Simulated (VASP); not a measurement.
# KF (I4/mmm) in VASP: further runs

Runs on KF. Level: PBEsol. Tasks: single point.

Everything below comes from runs of VASP 6.6.1. Logs are shortened: lines on timing, memory, paths and dates and some standing lists are left out, and cuts for length are marked.

**1. The cell of the first run**

It takes space group I4/mmm (No. 139, tetragonal). The conventional cell has a = 3.781 Å, b = 3.781 Å, c = 5.240 Å, α = 90.00°, β = 90.00°, γ = 90.00°. Within 3.5 Å of K (site symmetry 4/mmm) lie 6 F at 2.62 to 2.67 Å. F (site symmetry 4/mmm) has 6 K at 2.62 to 2.67 Å within 3.5 Å.

**2. Single point, PBEsol (zz strain of -2 %)**

Contents of INCAR:

```
SYSTEM = KF
PREC = Accurate
ENCUT = 520
EDIFF = 1E-6
ISMEAR = -1
SIGMA = 0.01
LREAL = .False.
LASPH = .True.
NELM = 80
ALGO = Normal
ISIF = 2
LWAVE = .False.
LCHARG = .False.
GGA = PS
NBANDS = 15
```

Contents of KPOINTS:

```
regular mesh
0
Gamma
  9 9 9
  0 0 0
```

Contents of POSCAR:

```
KF
1.0
    0.0000000000      2.6735000000      2.6200300000
    2.6735000000      0.0000000000      2.6200300000
    2.6735000000      2.6735000000      0.0000000000
K F
1 1
Direct
    0.0000000000      0.0000000000      0.0000000000
    0.5000000000      0.5000000000      0.5000000000
```

Potentials or basis: VASP PAW PBE potentials, release 64 (K_sv, F).

Launch:

```
$ cat potpaw_PBE.64/K_sv/POTCAR potpaw_PBE.64/F/POTCAR > POTCAR
$ mpirun -np 1 vasp_std > vasp.out
```

OUTCAR:

```text
SYSTEM = KF
   PREC = Accurate
   ENCUT = 520
   EDIFF = 1E-6
   ISMEAR = -1
   LREAL = .False.
   LASPH = .True.
   NELM = 80
   ISIF = 2
   GGA = PS

 ion  position               nearest neighbor table
   1  0.000  0.000  0.000-   2 2.62   2 2.62   2 2.67   2 2.67   2 2.67   2 2.67
   2  0.500  0.500  0.500-   1 2.62   1 2.62   1 2.67   1 2.67   1 2.67   1 2.67

  LATTYP: Found a body centered tetragonal cell.
 ALAT       =     3.7808999590
 C/A-ratio  =     1.3859292911

  Lattice vectors:

 A1 = (   0.0000000000,  -2.6735000000,  -2.6200300000)
 A2 = (   0.0000000000,   2.6735000000,  -2.6200300000)
 A3 = (   2.6735000000,   0.0000000000,   2.6200300000)

Analysis of symmetry for initial positions (statically):
=====================================================================
 Subroutine PRICEL returns:
 Original cell was already a primitive cell.

 Routine SETGRP: Setting up the symmetry group for a
 body centered tetragonal supercell.

 Subroutine GETGRP returns: Found 16 space group operations
 (whereof 16 operations were pure point group operations)
 out of a pool of 16 trial point group operations.

The static configuration has the point symmetry D_4h.

Analysis of symmetry for dynamics (positions and initial velocities):
=====================================================================
 Subroutine PRICEL returns:
 Original cell was already a primitive cell.

 Routine SETGRP: Setting up the symmetry group for a
 body centered tetragonal supercell.

 Subroutine GETGRP returns: Found 16 space group operations
 (whereof 16 operations were pure point group operations)
 out of a pool of 16 trial point group operations.

The dynamic configuration has the point symmetry D_4h.

 Subroutine INISYM returns: Found 16 space group operations
 (whereof 16 operations are pure point group operations),
 and found     1 'primitive' translations

----------------------------------------------------------------------------------------

                                     Primitive cell

  volume of cell :      37.4539

  direct lattice vectors                    reciprocal lattice vectors
     0.000000000  2.673500000  2.620030000    -0.187020759  0.187020759  0.190837509
     2.673500000  0.000000000  2.620030000     0.187020759 -0.187020759  0.190837509
     2.673500000  2.673500000  0.000000000     0.187020759  0.187020759 -0.190837509

  length of vectors
     3.743281909  3.743281909  3.780899959     0.326147948  0.326147948  0.326147948

  position of ions in fractional coordinates (direct lattice)
     0.000000000  0.000000000  0.000000000
     0.500000000  0.500000000  0.500000000

  ion indices of the primitive-cell ions
   primitive index   ion index
                 1           1
                 2           2

----------------------------------------------------------------------------------------

 KPOINTS: regular mesh

Automatic generation of k-mesh.
 Grid dimensions read from file:
 generate k-points for:    9    9    9

 Generating k-lattice:

  Cartesian coordinates                     Fractional coordinates (reciprocal lattice)
    -0.020780084  0.020780084  0.021204168     0.111111111  0.000000000  0.000000000
     0.020780084 -0.020780084  0.021204168     0.000000000  0.111111111  0.000000000
     0.020780084  0.020780084 -0.021204168    -0.000000000 -0.000000000  0.111111111

  Length of vectors
     0.036238661  0.036238661  0.036238661

  Shift w.r.t. Gamma in fractional coordinates (k-lattice)
     0.000000000  0.000000000  0.000000000

 Subroutine IBZKPT returns following result:
 ===========================================

 Found     75 irreducible k-points:

 Following reciprocal coordinates:
            Coordinates               Weight
  0.000000  0.000000  0.000000      1.000000
  0.111111 -0.000000  0.000000      8.000000
  0.222222  0.000000  0.000000      8.000000
  0.333333  0.000000  0.000000      8.000000
  0.444444  0.000000  0.000000      8.000000
  0.111111  0.111111  0.000000      2.000000
[... 16 lines left out ...]
 -0.333333  0.333333  0.000000      4.000000
  0.444444  0.444444  0.000000      2.000000
 [... further k-points ...]
   k-points           NKPTS =     75   k-points in BZ     NKDIM =     75   number of bands    NBANDS=     15
   number of dos      NEDOS =    301   number of ions     NIONS =      2
   total plane-waves  NPLWV =  21952
   dimension x,y,z NGX =    28 NGY =   28 NGZ =   28
   dimension x,y,z NGXF=    56 NGYF=   56 NGZF=   56
   ions per type =               1   1
   NGX,Y,Z   is equivalent  to a cutoff of  12.44, 12.44, 12.31 a.u.
   NGXF,Y,Z  is equivalent  to a cutoff of  24.87, 24.87, 24.62 a.u.
 SYSTEM =  KF
   PREC   = accura    normal or accurate (medium, high low for compatibility)
   ISTART =      0    job   : 0-new  1-cont  2-samecut
   ICHARG =      2    charge: 1-file 2-atom 10-const
   ISPIN  =      1    spin polarized calculation?
   LNONCOLLINEAR =      F non collinear calculations
   LSORBIT =      F    spin-orbit coupling
   LASPH  =      T    aspherical Exc in radial PAW
   ENCUT  =  520.0 eV  38.22 Ry    6.18 a.u.   6.96  6.96  7.03*2*pi/ulx,y,z
   NELM   =     80;   NELMIN=  2; NELMDL= -5     # of ELM steps
   EDIFF  = 0.1E-05   stopping-criterion for ELM
   LREAL  =      F    real-space projection
   EDIFFG = 0.1E-04   stopping-criterion for IOM
   NSW    =      0    number of steps for IOM
   IBRION =     -1    ionic relax: 0-MD 1-quasi-New 2-CG
   NFREE  =      0    steps in history (QN), initial steepest desc. (CG)
   ISIF   =      2    stress and relaxation
   ISYM   =      2    0-nonsym 1-usesym 2-fastsym
   POTIM  = 0.5000    time-step for ionic-motion
   TEBEG  =    0.0;   TEEND  =   0.0 temperature during run
   PSTRESS=    0.0 pullay stress
   NELECT =      16.0000    total number of electrons
   NUPDOWN=      -1.0000    fix difference up-down
   EMIN   =  10.00;   EMAX   =-10.00  energy-range for DOS
   EFERMI =   0.00;   METHOD = LEGACY
   ISMEAR =    -1;   SIGMA  =   0.01  broadening in eV -4-tet -1-fermi 0-gaus
   EFERMI_NEDOS =   21; number of points for ismear=-14 and -15
   IALGO  =     38    algorithm
   IMIX   =      4    mixing-type and parameters
     AMIX     =   0.40;   BMIX     =  1.00
     AMIX_MAG =   1.60;   BMIX_MAG =  1.00
  volume/ion in A,a.u.               =      18.73       126.38
  Fermi-wavevector in a.u.,A,eV,Ry     =   1.232961  2.329958 20.683473  1.520192
  Thomas-Fermi vector in A             =   2.367710
   LORBIT       =      0    0 simple, 1 ext, 2 COOP (PROOUT), +10 PAW based schemes
   GGA     = PS    functional components
   LHFCALC =     F    Hartree Fock is set to
   AEXX    =    0.0000 exact exchange contribution
   IVDW    =     0    specifies the selected vdW correction
   LEPSILON=     F    determine dielectric tensor
   LRPA    =     F    only Hartree local field effects (RPA)
 non-spin polarized calculation
  energy-cutoff  :      520.00
  volume of cell :       37.45
 maximum number of plane-waves:      1020
   NGX = 13   NGY = 13   NGZ = 13

 number of electron      16.0000010 magnetization

 Free energy of the ion-electron system (eV)
  ---------------------------------------------------
  ext. energy  EPLUGINS =         0.00000000
  ---------------------------------------------------
  free energy    TOTEN  =        -8.51832607 eV

  energy without entropy =       -8.51832607  energy(sigma->0) =       -8.51832607

 E-fermi :  -2.6505     XC(G=0):  -8.6971

 val. band max:       -2.8366136586   @ k =   0.0000   0.0000   0.0000
 cond. band min:       3.2597750652   @ k =   0.0000   0.0000   0.0000
 fundamental gap:      6.0963887237
 Fermi energy:        -2.6504557803

 k-point     1 :       0.0000    0.0000    0.0000
  band No.  band energies     occupation
      1     -28.7726      2.00000
      2     -21.3982      2.00000
      3     -12.0707      2.00000
      4     -12.0707      2.00000
      5     -12.0693      2.00000
      6      -2.8709      2.00000
      7      -2.8709      2.00000
      8      -2.8366      2.00000
      9       3.2598      0.00000
     10       7.7845      0.00000
     11       7.7845      0.00000
     12       7.9082      0.00000
     13       9.4229      0.00000
     14       9.6296      0.00000
     15      13.9755      0.00000

 k-point     2 :       0.1111   -0.0000    0.0000
  band No.  band energies     occupation
      1     -28.7602      2.00000
      2     -21.4104      2.00000
      3     -12.1051      2.00000
      4     -12.0767      2.00000
      5     -12.0727      2.00000
      6      -2.9811      2.00000
      7      -2.9145      2.00000
      8      -2.8932      2.00000
      9       3.6138      0.00000
     10       7.6041      0.00000
     11       7.9588      0.00000
     12       8.0423      0.00000
     13       9.5440      0.00000
     14       9.7497      0.00000
     15      14.6118      0.00000

 k-point     3 :       0.2222    0.0000    0.0000
  band No.  band energies     occupation
      1     -28.7286      2.00000
      2     -21.4405      2.00000
      3     -12.1922      2.00000
      4     -12.0916      2.00000
      5     -12.0801      2.00000
      6      -3.2494      2.00000
      7      -3.0228      2.00000
      8      -3.0118      2.00000
      9       4.5271      0.00000
     10       7.2604      0.00000
     11       8.4091      0.00000
     12       8.4870      0.00000
     13       9.9189      0.00000
     14      10.1109      0.00000
     15      15.7916      0.00000
[... 343 lines left out ...]
 k-point    23 :      -0.3333    0.3333    0.0000
  band No.  band energies     occupation
      1     -28.6439      2.00000
      2     -21.4589      2.00000
      3     -12.5057      2.00000
      4     -12.3301      2.00000
      5     -12.2033      2.00000
      6      -3.3499      2.00000
      7      -3.1362      2.00000
      8      -2.9984      2.00000
      9       6.3366      0.00000
     10       7.4998      0.00000
     11       8.6151      0.00000
     12      10.4399      0.00000
     13      10.7291      0.00000
     14      11.8038      0.00000
     15      13.8222      0.00000

 k-point    24 :       0.4444    0.4444    0.0000
  band No.  band energies     occupation
      1     -28.6404      2.00000
      2     -21.4267      2.00000
      3     -12.6457      2.00000
      4     -12.3077      2.00000
      5     -12.3077      2.00000
      6      -3.0684      2.00000
      7      -2.9268      2.00000
      8      -2.9267      2.00000
      9       5.2557      0.00000
     10       7.2679      0.00000
     11       9.1744      0.00000
     12      10.7831      0.00000
     13      11.3355      0.00000
     14      11.3355      0.00000
     15      13.5257      0.00000

 [... further k-points ...]

------------------------ aborting loop because EDIFF is reached ----------------------------------------

  FORCE on cell =-STRESS in cart. coord.  units (eV):
  Direction    XX          YY          ZZ          XY          YZ          ZX
  --------------------------------------------------------------------------------------
  -------------------------------------------------------------------------------------
  Total       -0.0906489     -0.0906489      0.1879605      0.0000000      0.0000000      0.0000000
  in kB       -3.8777224     -3.8777224      8.0404547      0.0000000      0.0000000      0.0000000
  external PRESSURE =       0.0950033 kB  Pullay stress =       0.0000000 kB

 VOLUME and BASIS-vectors are now :
 -----------------------------------------------------------------------------
  energy-cutoff  :      520.00
  volume of cell :       37.45
      direct lattice vectors                 reciprocal lattice vectors
     0.000000000  2.673500000  2.620030000    -0.187020759  0.187020759  0.190837509
     2.673500000  0.000000000  2.620030000     0.187020759 -0.187020759  0.190837509
     2.673500000  2.673500000  0.000000000     0.187020759  0.187020759 -0.190837509

 POSITION                                       TOTAL-FORCE (eV/Angst)
 -----------------------------------------------------------------------------------
      0.00000      0.00000      0.00000         0.000000      0.000000      0.000000
      2.67350      2.67350      2.62003         0.000000     -0.000000      0.000000
 -----------------------------------------------------------------------------------
    total drift:                                0.000000      0.000000      0.000000

  FREE ENERGIE OF THE ION-ELECTRON SYSTEM (eV)
  ---------------------------------------------------
  free  energy   TOTEN  =        -8.5183260707 eV

  energy  without entropy=       -8.5183260707  energy(sigma->0) =       -8.51832607
```

It took 61 s on 1 thread of Intel Xeon 8259CL, shared host; peak memory 0.18 GiB.

What came out:

| Item | Value |
| --- | --- |
| Free energy | -8.5183 eV |
| Pressure | 0.0 GPa |
| Band gap on the k mesh | 6.10 eV |

Stress tensor (GPa, compression positive):
```
-0.39  0.00  0.00
 0.00 -0.39  0.00
 0.00  0.00  0.80
```

Levels at points of the mesh, in eV from the valence-band top:
```
           k point  band 5  band 6  band 7  band 8  band 9  band 10  band 11  band 12
(0.00, 0.00, 0.00)   -9.23   -0.03   -0.03    0.00    6.10    10.62    10.62    10.74
```

Caveat: the cell differs from its parent crystal (zz strain of -2 %); the PAW data sets were made with another functional, which shifts forces and pressure a little; an odd mesh through Γ misses points on the zone boundary, where band edges can lie.

**3. Single point, PBEsol (zz strain of -1 %)**

Contents of INCAR:

```
PREC     = Accurate       # precision mode
ENCUT    = 520            # plane-wave cutoff, eV
EDIFF    = 1E-6           # SCF threshold, eV
ISMEAR   = -1             # smearing method
SIGMA    = 0.01           # smearing width, eV
LREAL    = False          # projectors in reciprocal space
LASPH    = True           # aspherical terms in the spheres
NELM     = 100            # most SCF steps
ALGO     = Normal         # electronic algorithm
ISIF     = 2              # what is computed and relaxed
LWAVE    = False          # write WAVECAR
LCHARG   = False          # write CHGCAR
GGA      = PS             # functional
NBANDS   = 15             # bands
```

Contents of KPOINTS:

```
Automatic mesh
0
Gamma
  9 9 9
```

Contents of POSCAR:

```
KF
1.0
    0.0000000000      2.6735000000      2.6467650000
    2.6735000000      0.0000000000      2.6467650000
    2.6735000000      2.6735000000      0.0000000000
K F
1 1
Direct
    0.0000000000      0.0000000000      0.0000000000
    0.5000000000      0.5000000000      0.5000000000
```

Potentials or basis: VASP PAW PBE potentials, release 64 (K_sv, F).

Launch:

```
$ cat potpaw_PBE.64/K_sv/POTCAR potpaw_PBE.64/F/POTCAR > POTCAR
$ mpirun -np 1 vasp_std > vasp.out
```

It took 66 s on 1 thread of Intel Xeon 8259CL, shared host; peak memory 0.18 GiB.

The run converged. Its results:

* Free energy: -8.5197 eV
* Pressure: -0.4 GPa
* Band gap on the k mesh: 6.06 eV

Stress tensor (GPa, compression positive):
```
-0.54  0.00  0.00
 0.00 -0.54  0.00
 0.00  0.00  0.01
```

Levels at points of the mesh, in eV from the valence-band top:
| k point | band 4 | band 5 | band 6 | band 7 | band 8 | band 9 | band 10 | band 11 | band 12 | band 13 |
| --- | --- | --- | --- | --- | --- | --- | --- | --- | --- | --- |
| (0.00, 0.00, 0.00) | -9.26 | -9.26 | -0.02 | -0.02 | 0.00 | 6.06 | 10.63 | 10.63 | 10.69 | 12.28 |

Caveat: the cell differs from its parent crystal (zz strain of -1 %); the PAW data sets were made with another functional, which shifts forces and pressure a little; an odd mesh through Γ misses points on the zone boundary, where band edges can lie.

[end of part 1 of 2]
